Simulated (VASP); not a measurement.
# Ni: single point with PBE

Ni:

```
CELL_PARAMETERS angstrom
0.00000 1.49228 1.49228
1.49228 0.00000 1.49228
1.49228 1.49228 0.00000
ATOMIC_POSITIONS crystal
Ni 0.00000 0.00000 0.00000
```

```json
{"Program": "VASP 6.6.1", "Task": "single point", "Functional": "PBE", "Potentials or basis": "VASP PAW PBE potentials, release 64 (Ni)", "Cutoff": "520 eV", "k mesh": "22 × 22 × 22", "Occupations": "fermi-dirac, width 0.1 eV", "Spin": "collinear spin, ferromagnetic start", "Starting moments": "[1.0] μB"}
```

```yaml
Pressure: 319.1 GPa
Net_moment: 0.39 μB per cell
Site_moments: Ni +0.37 μB
```

Levels at points of the mesh, in eV from the Fermi level:
Spin up:
| k point | band 3 | band 4 | band 5 | band 6 | band 7 | band 8 |
| --- | --- | --- | --- | --- | --- | --- |
| (0.00, 0.00, 0.00) | -4.14 | -4.14 | -1.80 | -1.80 | 27.52 | 35.58 |
| (0.50, 0.00, 0.00) | -4.25 | -1.12 | -0.30 | -0.30 | 10.46 | 25.79 |
| (0.50, 0.50, 0.00) | -0.29 | 0.07 | 0.07 | 3.15 | 14.69 | 20.17 |
Spin down:
```tsv
k point	band 1	band 2	band 3	band 4	band 5	band 6	band 7	band 8	band 9	band 10
(0.00, 0.00, 0.00)	-12.91	-3.69	-3.69	-3.69	-1.42	-1.42	27.47	35.57	35.57	35.57
(0.50, 0.00, 0.00)	-8.19	-3.88	-3.88	-1.12	0.19	0.19	10.76	25.74	34.42	34.42
(0.50, 0.50, 0.00)	-8.65	-7.52	0.11	0.62	0.62	3.18	14.89	20.20	20.20	27.69
```

It took 18 s on 1 thread of Intel(R) Xeon(R) 6975P-C (Granite Rapids) (shared host), peak memory 0.16 GiB.
